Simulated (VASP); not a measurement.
Ge, 2 atoms in the cell. Symmetry: Cmcm, No. 63, orthorhombic system. The conventional cell has a = 2.976 Å, b = 5.280 Å, c = 4.728 Å, α = 90.00°, β = 90.00°, γ = 90.00°. Within 3.9 Å of Ge (site symmetry m2m) lie 12 Ge at 2.93 to 3.03 Å.  This cell differs from its parent crystal: strain +0.0175 x Voigt [0, 1, 0, 0, 0, 0].

```yaml
Program: VASP 6.6.1
Task: single point
Functional: PBEsol
Potentials_or_basis: VASP PAW PBE potentials, release 64 (Ge_d)
Cutoff: 520 eV
k_mesh: 18 × 18 × 10
Occupations: gaussian, width 0.15 eV
Spin: no spin polarisation
Dipole_correction: no
Further_INCAR_settings: ALGO = Normal; EDIFF = 1e-07; NBANDS = 21
```

Potentials or basis: VASP PAW PBE potentials, release 64 (Ge_d).

Launch:

```bash
$ cat potpaw_PBE.64/Ge_d/POTCAR > POTCAR
$ mpirun -np 1 vasp_std > vasp.out
```

Hardware: 1 thread of Intel(R) Xeon(R) Platinum 8259CL CPU @ 2.50GHz (Skylake/Cascade Lake), on a shared host.

Q: Estimate the wall time of this run.

A: Run time: 3.5 min on 1 thread of Intel(R) Xeon(R) Platinum 8259CL CPU @ 2.50GHz (Skylake/Cascade Lake) (shared host), peak memory 0.42 GiB. Counts: scf iterations 12, k points 546.
